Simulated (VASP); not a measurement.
AlN: vibrations by perturbation theory with LDA

The system is AlN.

```xyz
4
Lattice="3.0888 0.0000 0.0000 -1.5444 2.6750 0.0000 0.0000 0.0000 4.9433" Properties=species:S:1:pos:R:3 pbc="T T T"
Al    0.0000    1.7833   -0.0049
Al    1.5444    0.8917    2.4667
N     0.0000    1.7833    1.8833
N     1.5444    0.8917    4.3550
```

```yaml
Program: VASP 6.6.1
Task: vibrations by perturbation theory
Functional: LDA
Potentials_or_basis: VASP PAW LDA potentials, release 64 (Al, N)
Cutoff: 520 eV
k_mesh: 8 × 8 × 4
Occupations: gaussian, width 0.01 eV
Spin: no spin polarisation
Dipole_correction: no
Further_INCAR_settings: ALGO = Normal; EDIFF = 1e-08; IBRION = 8; NSW = 1
```

The highest phonon frequency at Γ, LO-TO splitting left out is 735 cm⁻¹.

Phonon frequencies in cm⁻¹ (negative: imaginary):
| q point | frequencies |
| --- | --- |
| (0.000, 0.000, 0.000) | 0 0 0 239 239 555 626 674 674 685 685 735 |

Run time: 4.6 min on 1 thread of Intel Xeon 8259CL, with other jobs on the host, peak memory 0.28 GiB.
